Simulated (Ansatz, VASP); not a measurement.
One calculation of BiC, two programs

```xyz
2
Lattice="3.2456 0.0000 0.0000 0.0000 3.2456 0.0000 0.0000 0.0000 3.2456" Properties=species:S:1:pos:R:3 pbc="T T T"
Bi    0.0000    0.0000    0.0000
C     1.6228    1.6228    1.6228
```

Alike in both runs: task relaxation of cell and atoms; functional PBE; k mesh 18 × 18 × 18; occupations gaussian, width 0.1 eV; no spin polarisation.

```csv
,VASP,Ansatz
version,VASP 6.6.1,Ansatz 0.2.0
potentials or method,"VASP PAW PBE potentials, release 64 (Bi_d, C), cutoff 600 eV","scalar-relativistic, plane waves, PAW"
valence electrons in the cell,19,19
```

```csv
,VASP,Ansatz,Ansatz less VASP
"gap on the k mesh at the Fermi level, each at its own relaxed structure (eV)",none,none,-
relaxed volume (Å³/atom),17.34,17.34,+0.003
relaxed cell length with the largest relative difference (Å),3.261,3.261,+0.0002
```

A gap of «none» marks a metal or a gap that the smearing closes.

Neither program's run includes spin-orbit coupling. Noted on VASP's run: too few bands were computed for a metal, which touches its energy and stress.
